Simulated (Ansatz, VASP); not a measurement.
**PbSe: VASP beside Ansatz**

```
CELL_PARAMETERS angstrom
12.29882 0.00000 0.00000
0.00000 4.33211 0.00000
0.00000 0.00000 4.33319
ATOMIC_POSITIONS crystal
Pb 0.87501 0.75000 0.75036
Pb 0.37501 0.75000 0.74964
Pb 0.12499 0.25000 0.24964
Pb 0.62499 0.25000 0.25036
Se 0.62505 0.75000 0.75016
Se 0.12505 0.75000 0.74984
Se 0.37495 0.25000 0.24984
Se 0.87495 0.25000 0.25016
```

Alike in both runs: functional PBE; dispersion D3(BJ); k mesh 2 × 6 × 6; occupations gaussian, width 0.02 eV; no spin polarisation.

Ansatz relaxed the structure, and its values are those at the end. VASP's run is a single point on that final structure, the one shown.

|  | VASP | Ansatz |
| --- | --- | --- |
| version | VASP 6.6.1 | Ansatz 0.2.0 |
| potentials or method | VASP PAW PBE potentials, release 64 (Pb_d, Se), cutoff 520 eV | scalar-relativistic, plane waves, PAW |
| valence electrons in the cell | 80 | 120 |

|  | VASP | Ansatz | Ansatz less VASP |
| --- | --- | --- | --- |
| gap on the k mesh at the Fermi level (eV) | 0.31 | 0.31 | -0.005 |
| least direct gap on the mesh (eV) | 0.31 | 0.31 | -0.005 |
| pressure (GPa) | 0.0 | 0.0 | +0.02 |

VASP's potentials hold 80 valence electrons a cell and Ansatz's 120, so a difference there can come from the potentials and not from the codes. Ansatz's warnings: dispersion switch in reach.

Spin-orbit coupling is off throughout.
